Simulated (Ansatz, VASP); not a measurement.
One calculation of Zr3PN3, two programs

INCAR

```
PREC     = Accurate       # precision mode
ENCUT    = 600            # plane-wave cutoff, eV
EDIFF    = 1E-7           # SCF threshold, eV
ISMEAR   = 0              # smearing method
SIGMA    = 0.1            # smearing width, eV
LREAL    = False          # projectors in reciprocal space
LASPH    = True           # aspherical terms in the spheres
NELM     = 60             # most SCF steps
ALGO     = Normal         # electronic algorithm
ISIF     = 3              # what is computed and relaxed
LWAVE    = False          # write WAVECAR
LCHARG   = False          # write CHGCAR
GGA      = PE             # functional
IBRION   = 2              # ionic algorithm
NSW      = 90             # ionic steps
EDIFFG   = -0.04          # ionic threshold
```

The input KPOINTS:

```
regular mesh
0
Gamma
  4 4 4
```

File POSCAR:

```
Zr3PN3
1.0
    4.6889980300      0.0000000000      0.0000000000
    0.0000000000      4.6889980300      0.0000000000
    0.0000000000      0.0000000000      4.6889980300
Zr P N
3 1 3
Direct
    0.5000000000      0.5000000000      0.0000000000
    0.0000000000      0.5000000000      0.5000000000
    0.5000000000      0.0000000000      0.5000000000
    0.5000000000      0.5000000000      0.5000000000
    0.5000000000      0.0000000000      0.0000000000
    0.0000000000      0.5000000000      0.0000000000
    0.0000000000      0.0000000000      0.5000000000
```

Input for Ansatz:

```yaml
crystal:
  lattice:
    - [4.68899803, 0.0, 0.0]
    - [0.0, 4.68899803, 0.0]
    - [0.0, 0.0, 4.68899803]
  atoms:
    - { symbol: Zr, position: [0.5, 0.5, 0.0] }
    - { symbol: Zr, position: [0.0, 0.5, 0.5] }
    - { symbol: Zr, position: [0.5, 0.0, 0.5] }
    - { symbol: P, position: [0.5, 0.5, 0.5] }
    - { symbol: "N", position: [0.5, 0.0, 0.0] }
    - { symbol: "N", position: [0.0, 0.5, 0.0] }
    - { symbol: "N", position: [0.0, 0.0, 0.5] }
basis:
  ecutwfc: 420
kpoints:
  mp_grid: { grid: [4, 4, 4] }
hamiltonian:
  xc: pbe
scf:
  occupations: { method: gaussian, width: 0.1 }
  lower_state_search: "off"
output:
  forces: true
  stress: true
  eigenvalues: true
relax:
  adjacent_minimum: "off"
  f_tol: 0.04
  max_steps: 70
  cell: { stress_tol: 0.4 }
```

Change from the starting cell: species swapped into the Ce3GaBr3 type (Pm-3m, No. 221).

Alike in both runs: task relaxation of cell and atoms; functional PBE; k mesh 4 × 4 × 4; occupations gaussian, width 0.1 eV; no spin polarisation.

```csv
,VASP,Ansatz
version,VASP 6.6.1,Ansatz 0.2.0
potentials or method,"VASP PAW PBE potentials, release 64 (Zr_sv, P, N), cutoff 600 eV","scalar-relativistic, plane waves, PAW"
valence electrons in the cell,56,56
```

```tsv
	VASP	Ansatz	Ansatz less VASP
gap on the k mesh at the Fermi level, each at its own relaxed structure (eV)	none	none	-
relaxed volume (Å³/atom)	15.49	15.49	-0.005
relaxed cell length with the largest relative difference (Å)	4.769	4.768	-0.0005
```

A gap of «none» marks a metal or a gap that the smearing closes.
